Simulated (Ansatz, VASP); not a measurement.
# Two plane-wave programs on FeCl

```
Fe Cl
1.0
     3.07139    0.00000    0.00000
     0.00000    3.08164    0.00000
     0.00000    0.00000    8.55738
Fe Cl
2 2
Direct
  0.75000 0.00000 0.61593
  0.25000 0.00000 0.38407
  0.75000 0.50000 0.23303
  0.25000 0.50000 0.76697
```

Alike in both runs: functional PBE; k mesh 4 × 6 × 4; occupations gaussian, width 0.1 eV; collinear spin.

Ansatz relaxed the structure, and its values are those at the end. VASP's run is a single point on that final structure, the one shown.

```csv
,VASP,Ansatz
version,VASP 6.6.1,Ansatz 0.2.0
potentials or method,"VASP PAW PBE potentials, release 64 (Fe, Cl), cutoff 520 eV","scalar-relativistic, plane waves, PAW"
valence electrons in the cell,30,46
```

```csv
,VASP,Ansatz,Ansatz less VASP
gap on the k mesh at the Fermi level (eV),none,none,-
pressure (GPa),-0.1,0.0,+0.14
rms of the force components (eV/Å),0.014,0.003,-0.0106
net moment per atom (μB),1.60,1.61,+0.008
size of the moment on the site where the two differ most (μB),3.04,3.05,+0.011
```

Site moments also hang on the region over which each program counts them. A gap of «none» marks a metal or a gap that the smearing closes. VASP's potentials hold 30 valence electrons a cell and Ansatz's 46, so a difference there can come from the potentials and not from the codes.

The k mesh is coarse, so the values compare programs but aren't converged.
